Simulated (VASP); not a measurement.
A run of VASP 6.6.1:

INCAR

```
SYSTEM = KCl
  ALGO = Normal
  EDIFF = 1E-7
  ENCUT = 520
  GGA = PE
  ISIF = 2
  ISMEAR = 0
  LASPH = .True.
  LCHARG = .True.
  LELF = .True.
  LREAL = .False.
  LVHAR = .True.
  LWAVE = .False.
  NBANDS = 15
  NELM = 60
  PREC = Accurate
  SIGMA = 0.02
```

File KPOINTS:

```
k-points
0
Gamma
  6 6 6
  0 0 0
```

Contents of POSCAR:

```
KCl
1.0
    0.0000000000      3.2037127487      3.2037127487
    3.2037127487      0.0000000000      3.2037127487
    3.2037127487      3.2037127487      0.0000000000
K Cl
1 1
Direct
    0.0000000000      0.0000000000      0.0000000000
    0.5000000000      0.5000000000      0.5000000000
```

Potentials or basis: VASP PAW PBE potentials, release 64 (K_sv, Cl).

Launch:

```sh
$ cat potpaw_PBE.64/K_sv/POTCAR potpaw_PBE.64/Cl/POTCAR > POTCAR
$ mpirun -np 1 vasp_std > vasp.out
```

Hardware: 1 thread of Intel Xeon 8259CL, with other jobs on the host.

Problem. Estimate the wall time of this run.

Solution. Wall time 33 s on 1 thread of Intel Xeon 8259CL, with other jobs on the host, peak memory 0.21 GiB. Counts: scf iterations 15, k points 16.
